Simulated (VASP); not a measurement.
# Mg (P6_3/mmc) in VASP: further runs, part 2 of 2

VASP 6.6.1. Earlier steps stand in the parts before.

## 3. Relaxation of cell and atoms, PBEsol

This run uses another cell than the first one, of 23.24 Å³/atom, 1.024 times its volume.

Input file INCAR:

```
  ALGO = Normal
  EDIFF = 1E-7
  EDIFFG = -0.01
  ENCUT = 600
  GGA = PS
  IBRION = 2
  ISIF = 3
  ISMEAR = -1
  LASPH = T
  LCHARG = F
  LREAL = F
  LWAVE = F
  NELM = 80
  NSW = 80
  PREC = Accurate
  SIGMA = 0.05
```

Input file KPOINTS:

```
k-points
0
Gamma
  7 7 4
```

Input file POSCAR:

```
Mg
1.0
    3.2093000000      0.0000000000      0.0000000000
   -1.6046500000      2.7793350000      0.0000000000
    0.0000000000      0.0000000000      5.2103000000
Mg
2
Direct
    0.3333333333      0.6666666667      0.2500000000
    0.6666666667      0.3333333333      0.7500000000
```

Potentials or basis: VASP PAW PBE potentials, release 64 (Mg).

Launch:

```sh
> cat potpaw_PBE.64/Mg/POTCAR > POTCAR
> mpirun -np 1 vasp_std > vasp.out
```

OUTCAR:

```text
EDIFF = 1E-7
   EDIFFG = -0.01
   ENCUT = 600
   GGA = PS
   IBRION = 2
   ISIF = 3
   ISMEAR = -1
   LASPH = T
   LREAL = F
   NELM = 80
   NSW = 80
   PREC = Accurate

 ion  position               nearest neighbor table
   1  0.333  0.667  0.250-   2 3.20   2 3.20   2 3.20   2 3.20   2 3.20   2 3.20
   2  0.667  0.333  0.750-   1 3.20   1 3.20   1 3.20   1 3.20   1 3.20   1 3.20

  LATTYP: Found a hexagonal cell.
 ALAT       =     3.2093000000
 C/A-ratio  =     1.6235004518

  Lattice vectors:

 A1 = (   3.2093000000,   0.0000000000,   0.0000000000)
 A2 = (  -1.6046500000,   2.7793350000,   0.0000000000)
 A3 = (   0.0000000000,   0.0000000000,   5.2103000000)

Analysis of symmetry for initial positions (statically):
=====================================================================
 Subroutine PRICEL returns:
 Original cell was already a primitive cell.

 Routine SETGRP: Setting up the symmetry group for a
 hexagonal supercell.

 Subroutine GETGRP returns: Found 24 space group operations
 (whereof 12 operations were pure point group operations)
 out of a pool of 24 trial point group operations.
[... 164 lines left out ...]

  energy without entropy =       -3.45962786  energy(sigma->0) =       -3.46325251

------------------------ aborting loop because EDIFF is reached ----------------------------------------

  FORCE on cell =-STRESS in cart. coord.  units (eV):
  Direction    XX          YY          ZZ          XY          YZ          ZX
  --------------------------------------------------------------------------------------
  -------------------------------------------------------------------------------------
  Total       -0.5496759     -0.5496757      0.2495153      0.0000000     -0.0000000      0.0000000
  in kB      -18.9497426    -18.9497381      8.6018883      0.0000000     -0.0000000      0.0000000
  external PRESSURE =      -9.7658642 kB  Pullay stress =       0.0000000 kB
[... 89 lines left out ...]
  FREE ENERGIE OF THE ION-ELECTRON SYSTEM (eV)
  ---------------------------------------------------
  free  energy   TOTEN  =        -3.4803788696 eV

  energy  without entropy=       -3.4719729314  energy(sigma->0) =       -3.47617590

[... ionic steps 4 to 7 ...]

--------------------------------------- Ionic step        8  -------------------------------------------

 number of electron       4.0000000 magnetization

------------------------ aborting loop because EDIFF is reached ----------------------------------------
[... 67 lines left out ...]
--------------------------------------- Ionic step       10  -------------------------------------------

 number of electron       4.0000000 magnetization

 Free energy of the ion-electron system (eV)
  ---------------------------------------------------
  ext. energy  EPLUGINS =         0.00000000
  ---------------------------------------------------
  free energy    TOTEN  =        -3.48275044 eV

  energy without entropy =       -3.47583601  energy(sigma->0) =       -3.47929322

 E-fermi :   2.6600     XC(G=0):  -8.5705

 val. band max:        2.6014038858   @ k =   0.4286   0.1429   0.5000
 cond. band min:       2.7363073116   @ k =   0.4286  -0.0000   0.2500
 fundamental gap:      0.1349034259
 Fermi energy:         2.6600336585

 k-point     1 :       0.0000    0.0000    0.0000
  band No.  band energies     occupation
      1      -4.3270      2.00000
      2       0.6974      2.00000
      3       0.9492      2.00000
      4      14.0293      0.00000
      5      14.1969      0.00000
      6      14.1969      0.00000
[... 234 lines left out ...]
  FREE ENERGIE OF THE ION-ELECTRON SYSTEM (eV)
  ---------------------------------------------------
  free  energy   TOTEN  =        -3.4827504385 eV

  energy  without entropy=       -3.4758360110  energy(sigma->0) =       -3.47929322

 reached required accuracy - stopping structural energy minimisation
```

OSZICAR:

```text
N       E                     dE             d eps       ncg     rms          rms(c)
DAV:   1     0.276285488446E+00    0.27629E+00   -0.12904E+03   288   0.513E+02
DAV:   2    -0.346508533007E+01   -0.37414E+01   -0.34214E+01   408   0.307E+01
DAV:   3    -0.348684708634E+01   -0.21762E-01   -0.21752E-01   402   0.359E+00
[... 54 lines left out ...]
DAV:   3    -0.348274880578E+01    0.81129E-06   -0.12654E-06   330   0.485E-03    0.146E-04
DAV:   4    -0.348274879623E+01    0.95479E-08   -0.17676E-08   150   0.106E-03
   9 F= -.34827488E+01 E0= -.34793070E+01  d E =-.391586E-04
       N       E                     dE             d eps       ncg     rms          rms(c)
DAV:   1    -0.348275052101E+01   -0.17152E-05   -0.10923E-05   372   0.193E-02    0.148E-03
DAV:   2    -0.348275043851E+01    0.82495E-07   -0.57181E-08   288   0.184E-03
  10 F= -.34827504E+01 E0= -.34792932E+01  d E =-.408009E-04
```

CONTCAR:

```text
Mg
   1.00000000000000
     3.1297072467167668    0.0000000000000000   -0.0000000000000000
    -1.5648536233583834    2.7104056781633972   -0.0000000000000000
    -0.0000000000000000   -0.0000000000000000    5.3479049171619417
  Mg
     2
Direct
     0.3333333332999970    0.6666666667000030    0.2500000000000000
     0.6666666667000030    0.3333333332999970    0.7500000000000000

  0.00000000E+00  0.00000000E+00  0.00000000E+00
  0.00000000E+00  0.00000000E+00  0.00000000E+00
```

Run time: 62 s. Hardware: 1 thread of AMD EPYC 7R13, shared host; peak memory 0.15 GiB.

What came out:

* Free energy: -3.4828 eV
* Relaxed volume: 22.68 Å³/atom
* Relaxed cell: a = 3.130 Å, b = 3.130 Å, c = 5.348 Å, α = 90.00°, β = 90.00°, γ = 120.00°
* Space group after relaxing (to 0.05 Å): P6_3/mmc (No. 194)
* Energy gained by relaxing: 7.9 meV/atom
* Ionic steps: 10
* Pressure after relaxing: 0.0 GPa
* Band gap on the k mesh: zero (band 2 reaches 3.36 eV, above the bottom of band 3 at 0.95 eV)

Step by step:
```
step  energy change (eV)  largest force (eV/Å)  pressure (GPa)  volume (Å³)
   1              0.0000                0.0000           -0.98        46.47
   2             -0.0113                0.0000           -0.25        45.52
   3             -0.0135                0.0000            0.20        45.00
   4             -0.0138                0.0000            0.42        44.77
   5             -0.0153                0.0000            0.15        45.12
   6             -0.0158                0.0000           -0.13        45.48
   7             -0.0158                0.0000           -0.08        45.42
   8             -0.0158                0.0000           -0.09        45.43
   9             -0.0159                0.0000           -0.02        45.35
  10             -0.0159                0.0000           -0.03        45.37
```

Final structure:
```
Mg
1.0
     3.12971    0.00000    0.00000
    -1.56485    2.71041    0.00000
     0.00000    0.00000    5.34790
Mg
2
Direct
  0.33333 0.66667 0.25000
  0.66667 0.33333 0.75000
```

Levels at points of the mesh, in eV from the Fermi level:
| k point | band 1 | band 2 | band 3 | band 4 | band 5 |
| --- | --- | --- | --- | --- | --- |
| (0.00, 0.00, 0.00) | -6.99 | -1.96 | -1.71 | 11.37 | 11.54 |
| (0.00, 0.00, 0.50) | -5.68 | -5.68 | 4.30 | 4.30 | 12.23 |

Caveat: the PAW data sets were made with another functional, which shifts forces and pressure a little.
